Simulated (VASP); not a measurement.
The system is Y.

```
Y
1.0
     3.59541    0.00000    0.00000
    -1.79771    3.11372    0.00000
     0.00000    0.00000    5.60542
Y
2
Cartesian
  0.0000 2.0758 1.4014
  1.7977 1.0379 4.2041
```

Base run:

```yaml
Program: VASP 6.6.1
Functional: r2SCAN
Potentials_or_basis: VASP PAW PBE potentials, release 64 (Y_sv)
Cutoff: 520 eV
k_mesh: 10 × 10 × 6
Occupations: fermi-dirac, width 0.05 eV
Spin: no spin polarisation
```

Its results: band gap on the k mesh zero (bands 11 and 12 overlap by 1.65 eV); pressure 2.9 GPa.

Question: The run is repeated on the same cell with these changes: functional from r2SCAN to PBEsol. What comes out?

Answer: Band gap on the k mesh zero (bands 11 and 12 overlap by 1.57 eV); pressure -0.2 GPa.

Caveats: the PAW data sets were made with another functional, which shifts forces and pressure a little.
